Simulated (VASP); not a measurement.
# HfN (P6_3/mmc) in VASP: settings compared, part 2 of 2

VASP 6.6.1. The steps go on from the part before.

## (4) Single point, r2SCAN

File POSCAR:

```
HfN
1.0
    3.1339080000      0.0000000000      0.0000000000
   -1.5669540000      2.7140440000      0.0000000000
    0.0000000000      0.0000000000      5.4167680000
Hf N
2 2
Direct
    0.6666666667      0.3333333333      0.7500000000
    0.3333333333      0.6666666667      0.2500000000
    0.0000000000      0.0000000000      0.0000000000
    0.0000000000      0.0000000000      0.5000000000
```

File INCAR.step1:

```
SYSTEM = HfN
ALGO     = Normal         ! electronic algorithm
EDIFF    = 1E-4           ! SCF threshold, eV
ENCUT    = 520            ! plane-wave cutoff, eV
GGA      = PE             ! functional
ISMEAR   = 1              ! smearing method
LASPH    = .TRUE.         ! aspherical terms in the spheres
LCHARG   = .FALSE.        ! write CHGCAR
LREAL    = .FALSE.        ! projectors in reciprocal space
LWAVE    = .TRUE.         ! write WAVECAR
NBANDS   = 23             ! bands
NELM     = 100            ! most SCF steps
PREC     = Accurate       ! precision mode
SIGMA    = 0.05           ! smearing width, eV
```

File INCAR.step2:

```
SYSTEM = HfN
ALGO     = Normal         ! electronic algorithm
EDIFF    = 1E-6           ! SCF threshold, eV
ENCUT    = 520            ! plane-wave cutoff, eV
ISIF     = 2              ! what is computed and relaxed
ISMEAR   = 1              ! smearing method
ISTART   = 1            
LASPH    = .TRUE.         ! aspherical terms in the spheres
LCHARG   = .TRUE.         ! write CHGCAR
LELF     = .TRUE.         ! ELF
LMIXTAU  = .TRUE.       
LREAL    = .FALSE.        ! projectors in reciprocal space
LVHAR    = .TRUE.       
LWAVE    = .FALSE.        ! write WAVECAR
METAGGA  = R2SCAN         ! meta-GGA
NBANDS   = 23             ! bands
NELM     = 100            ! most SCF steps
PREC     = Accurate       ! precision mode
SIGMA    = 0.05           ! smearing width, eV
```

File KPOINTS:

```
k-points
0
G
  8 8 4
  0 0 0
```

Potentials or basis: VASP PAW PBE potentials, release 64 (Hf_pv, N).

Run with:

```console
$ cat potpaw_PBE.64/Hf_pv/POTCAR potpaw_PBE.64/N/POTCAR > POTCAR
$ cp INCAR.step1 INCAR
$ mpirun -np 1 vasp_std > vasp.out
$ cp INCAR.step2 INCAR
$ mpirun -np 1 vasp_std > vasp.out
```

OUTCAR:

```text
SYSTEM = HfN
   EDIFF = 1E-6
   ENCUT = 520
   ISIF = 2
   ISMEAR = 1
   ISTART = 1
   LASPH = .TRUE.
   LREAL = .FALSE.
   METAGGA = R2SCAN
   NELM = 100
   PREC = Accurate

 ion  position               nearest neighbor table
   1  0.667  0.333  0.750-   3 2.26   4 2.26   3 2.26   4 2.26   3 2.26   4 2.26   2 3.26   2 3.26
                             2 3.26   2 3.26   2 3.26   2 3.26
   2  0.333  0.667  0.250-   3 2.26   4 2.26   3 2.26   4 2.26   3 2.26   4 2.26   1 3.26   1 3.26
                             1 3.26   1 3.26   1 3.26   1 3.26
   3  0.000  0.000  0.000-   1 2.26   2 2.26   1 2.26   2 2.26   1 2.26   2 2.26
   4  0.000  0.000  0.500-   1 2.26   2 2.26   1 2.26   2 2.26   1 2.26   2 2.26

  LATTYP: Found a hexagonal cell.
 ALAT       =     3.1339080000
 C/A-ratio  =     1.7284387417

  Lattice vectors:

 A1 = (   3.1339080000,   0.0000000000,   0.0000000000)
 A2 = (  -1.5669540000,   2.7140440000,   0.0000000000)
 A3 = (   0.0000000000,   0.0000000000,   5.4167680000)

Analysis of symmetry for initial positions (statically):
=====================================================================
 Subroutine PRICEL returns:
 Original cell was already a primitive cell.

 Routine SETGRP: Setting up the symmetry group for a
 hexagonal supercell.

 Subroutine GETGRP returns: Found 24 space group operations
 (whereof 12 operations were pure point group operations)
 out of a pool of 24 trial point group operations.

The static configuration has the point symmetry D_3d.
 The point group associated with its full space group is D_6h.

Analysis of symmetry for dynamics (positions and initial velocities):
=====================================================================
 Subroutine PRICEL returns:
 Original cell was already a primitive cell.

 Routine SETGRP: Setting up the symmetry group for a
[... 127 lines left out ...]
   EFERMI_NEDOS =   21; number of points for ismear=-14 and -15
   IALGO  =     38    algorithm
   IMIX   =      4    mixing-type and parameters
     AMIX     =   0.40;   BMIX     =  1.00
     AMIX_MAG =   1.60;   BMIX_MAG =  1.00
  volume/ion in A,a.u.               =      11.52        77.73
  Fermi-wavevector in a.u.,A,eV,Ry     =   1.418951  2.681429 27.394277  2.013423
  Thomas-Fermi vector in A             =   2.540023
   LORBIT       =      0    0 simple, 1 ext, 2 COOP (PROOUT), +10 PAW based schemes
   METAGGA = R2SCAN    functional components
   LHFCALC =     F    Hartree Fock is set to
   AEXX    =    0.0000 exact exchange contribution
   IVDW    =     0    specifies the selected vdW correction
   LEPSILON=     F    determine dielectric tensor
   LRPA    =     F    only Hartree local field effects (RPA)
 non-spin polarized calculation
 Methfessel and Paxton  Order N= 1 SIGMA  =   0.05
  energy-cutoff  :      520.00
  volume of cell :       46.07
 maximum number of plane-waves:      1275
 NGX is ok and might be reduce to    24
   NGX = 11   NGY = 11   NGZ = 21

 number of electron      30.0000001 magnetization

 Free energy of the ion-electron system (eV)
  ---------------------------------------------------
  ext. energy  EPLUGINS =         0.00000000
  ---------------------------------------------------
  free energy    TOTEN  =      -116.37462815 eV

  energy without entropy =     -116.37452213  energy(sigma->0) =     -116.37459281

 E-fermi :   7.7796     XC(G=0): -13.6119

 val. band max:        7.7652124676   @ k =   0.2500   0.0000   0.5000
 cond. band min:       7.7962428855   @ k =   0.2500   0.2500   0.5000
 fundamental gap:      0.0310304179
 Fermi energy:         7.7796027985

 k-point     1 :       0.0000    0.0000    0.0000
  band No.  band energies     occupation
      1     -25.0549      2.00000
      2     -24.1901      2.00000
      3     -24.0793      2.00000
      4     -24.0793      2.00000
      5     -24.0230      2.00000
      6     -24.0230      2.00000
[... 613 lines left out ...]
     22      13.6692      0.00000
     23      15.4428      0.00000

 [... further k-points ...]

------------------------ aborting loop because EDIFF is reached ----------------------------------------

  FORCE on cell =-STRESS in cart. coord.  units (eV):
  Direction    XX          YY          ZZ          XY          YZ          ZX
  --------------------------------------------------------------------------------------
  -------------------------------------------------------------------------------------
  Total        0.0929232      0.0929232     -0.0745302      0.0000000      0.0000000      0.0000000
  in kB        3.2314058      3.2314059     -2.5917893      0.0000000      0.0000000      0.0000000
  external PRESSURE =       1.2903408 kB  Pullay stress =       0.0000000 kB

 VOLUME and BASIS-vectors are now :
 -----------------------------------------------------------------------------
  energy-cutoff  :      520.00
  volume of cell :       46.07
      direct lattice vectors                 reciprocal lattice vectors
     3.133908000  0.000000000  0.000000000     0.319090414  0.184226932  0.000000000
    -1.566954000  2.714044000  0.000000000     0.000000000  0.368453864  0.000000000
     0.000000000  0.000000000  5.416768000     0.000000000  0.000000000  0.184611931

 POSITION                                       TOTAL-FORCE (eV/Angst)
 -----------------------------------------------------------------------------------
      1.56695      0.90468      4.06258        -0.000000      0.000000      0.000000
     -0.00000      1.80936      1.35419         0.000000     -0.000000      0.000000
      0.00000      0.00000      0.00000         0.000000      0.000000      0.000000
      0.00000      0.00000      2.70838         0.000000      0.000000      0.000000
 -----------------------------------------------------------------------------------
    total drift:                               -0.000000      0.000000     -0.000000

  FREE ENERGIE OF THE ION-ELECTRON SYSTEM (eV)
  ---------------------------------------------------
  free  energy   TOTEN  =      -116.3746281543 eV

  energy  without entropy=     -116.3745221261  energy(sigma->0) =     -116.37459281
```

OSZICAR.step1:

```text
N       E                     dE             d eps       ncg     rms          rms(c)
DAV:   1     0.109714002140E+03    0.10971E+03   -0.16393E+04  1380   0.130E+03
DAV:   2    -0.435234975656E+02   -0.15324E+03   -0.14472E+03  1821   0.312E+02
DAV:   3    -0.494589193450E+02   -0.59354E+01   -0.58601E+01  1786   0.491E+01
DAV:   4    -0.495119322545E+02   -0.53013E-01   -0.52958E-01  1582   0.504E+00
DAV:   5    -0.495125514704E+02   -0.61922E-03   -0.61914E-03  1859   0.438E-01    0.744E+01
DAV:   6    -0.435104205161E+02    0.60021E+01   -0.27002E+01  1640   0.270E+01    0.570E+01
DAV:   7    -0.433995946216E+02    0.11083E+00   -0.19619E+00  1612   0.847E+00    0.247E+01
DAV:   8    -0.433731538674E+02    0.26441E-01   -0.12416E-01  1786   0.245E+00    0.450E+00
DAV:   9    -0.433650478299E+02    0.81060E-02   -0.48028E-02  1569   0.122E+00    0.334E+00
DAV:  10    -0.433642302131E+02    0.81762E-03   -0.10121E-02  1670   0.621E-01    0.103E+00
DAV:  11    -0.433639167883E+02    0.31342E-03   -0.13284E-03  1703   0.235E-01    0.433E-02
DAV:  12    -0.433639162445E+02    0.54376E-06   -0.74550E-05  1012   0.604E-02
   1 F= -.43363916E+02 E0= -.43363604E+02  d E =-.936028E-03
```

It took 58 s on 1 thread of Intel Xeon 6975P-C, shared host; peak memory 0.18 GiB.

What came out:

| Item | Value |
| --- | --- |
| Free energy | -116.3746 eV |
| Pressure | 0.1 GPa |
| Band gap on the k mesh | zero (band 15 reaches 9.94 eV, above the bottom of band 16 at 7.49 eV) |

Stress tensor (GPa, compression positive):
```
 0.32  0.00  0.00
 0.00  0.32  0.00
 0.00  0.00 -0.26
```

Levels at points of the mesh, in eV from the Fermi level:
```
           k point  band 13  band 14  band 15  band 16  band 17  band 18
(0.00, 0.00, 0.00)    -3.72    -1.82    -0.27     1.05     1.05     1.38
(0.50, 0.00, 0.00)    -3.40    -2.70    -2.53     2.66     3.12     4.85
(0.00, 0.00, 0.50)    -4.50    -4.50     2.16     2.16     3.25     3.25
(0.50, 0.00, 0.50)    -4.61    -4.61    -0.15    -0.15     5.13     5.13
```

Caveat: the PAW data sets were made with another functional, which shifts forces and pressure a little; spin-orbit coupling is left out, which moves the levels of the heavy elements.

## (5) The runs side by side

| level | gap on the mesh (eV) | pressure (GPa) |
| --- | --- | --- |
| PBEsol | none | -4.1 |
| BLYP | none | 13.6 |
| r2SCAN | none | 0.1 |

Alike in all rows: task single point; potentials or basis VASP PAW PBE potentials, release 64 (Hf_pv, N); no spin polarisation; cell as given; k mesh 8 × 8 × 4; cutoff (eV) 520; smearing methfessel-paxton 0.05 eV.

Every run on the cell as given and a fine mesh finds a metal. The pressure there spans -4.1 GPa (PBEsol) to 13.6 GPa (BLYP); a positive pressure means that this level wants a larger cell, a negative one a smaller.

Caveats: the PAW data sets were made with another functional, which shifts forces and pressure a little; spin-orbit coupling is left out, which moves the levels of the heavy elements.

Absolute energies hang on the potentials; compare differences alone.
